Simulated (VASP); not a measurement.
Input of a VASP 6.6.1 run:

File INCAR:

```
SYSTEM = Hf
PREC = Accurate
ENCUT = 520
EDIFF = 1E-6
ISMEAR = -1
SIGMA = 0.05
LREAL = .FALSE.
LASPH = .TRUE.
NELM = 80
ALGO = Normal
ISIF = 2
LWAVE = .FALSE.
LCHARG = .FALSE.
GGA = PE
IVDW = 12
NBANDS = 17
```

Contents of KPOINTS:

```
Automatic mesh
0
G
  10 10 5
  0 0 0
```

Contents of POSCAR:

```
Hf
1.0
    3.1709813160      0.0000000000      0.0000000000
   -1.5854906580      2.7461503746      0.0000000000
    0.0000000000      0.0000000000      5.0101301577
Hf
2
Direct
    0.6666666667      0.3333333333      0.7500000000
    0.3333333333      0.6666666667      0.2500000000
```

Potentials or basis: VASP PAW PBE potentials, release 64 (Hf_pv).

The run is started by

```bash
$ cat potpaw_PBE.64/Hf_pv/POTCAR > POTCAR
$ mpirun -np 1 vasp_std > vasp.out
```

Task: What does it give for the pressure?

Result: -0.5 GPa.

Task: Predict the band gap on the k mesh.

Result: Zero (band 10 reaches 6.28 eV, above the bottom of band 11 at 4.76 eV).

Task: What does it give for the dispersion energy per atom?

Result: -0.462 eV.

Stress tensor (GPa, compression positive):
```
-0.42  0.00  0.00
 0.00 -0.42  0.00
 0.00  0.00 -0.53
```

Caveat: spin-orbit coupling is left out, which moves the levels of the heavy elements; pairwise dispersion overbinds metals, which lowers pressure and volume.
